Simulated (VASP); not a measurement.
**Se: single point with PBE**

Crystal: Se.

```xyz
1
Lattice="-1.5844 1.5844 1.5844 1.5844 -1.5844 1.5844 1.5844 1.5844 -1.5844" Properties=species:S:1:pos:R:3 pbc="T T T"
Se    0.0000    0.0000    0.0000
```

This isn't the form of Se at room conditions, which is trigonal, of chains.

```
Program                : VASP 6.6.1
Task                   : single point
Functional             : PBE
Potentials or basis    : VASP PAW PBE potentials, release 64 (Se)
Cutoff                 : 500 eV
k mesh                 : 12 × 12 × 12
Occupations            : fermi-dirac, width 0.05 eV
Spin                   : no spin polarisation
Dipole correction      : no
Further INCAR settings : ALGO = Normal; EDIFF = 1e-06; NBANDS = 9
```

```yaml
Pressure: 30.2 GPa
Band_gap_on_the_k_mesh: zero (bands 3 and 4 overlap by 9.70 eV)
```

Levels at points of the mesh, in eV from the Fermi level:
| k point | band 1 | band 2 | band 3 | band 4 | band 5 | band 6 | band 7 | band 8 |
| --- | --- | --- | --- | --- | --- | --- | --- | --- |
| (0.00, 0.00, 0.00) | -18.65 | 4.46 | 4.46 | 4.46 | 13.02 | 13.02 | 13.02 | 15.03 |
| (0.50, 0.00, 0.00) | -13.52 | -8.85 | 0.22 | 2.94 | 7.24 | 8.03 | 18.96 | 20.17 |
| (0.50, 0.50, 0.50) | -9.60 | -4.26 | -4.26 | -4.26 | 2.84 | 2.84 | 25.41 | 25.41 |

Wall time 4.1 s on 1 thread of AMD EPYC 9R45 96-Core Processor (Zen 5) (shared host), peak memory 0.1 GiB.

Caveat: the cell stands under pressure.
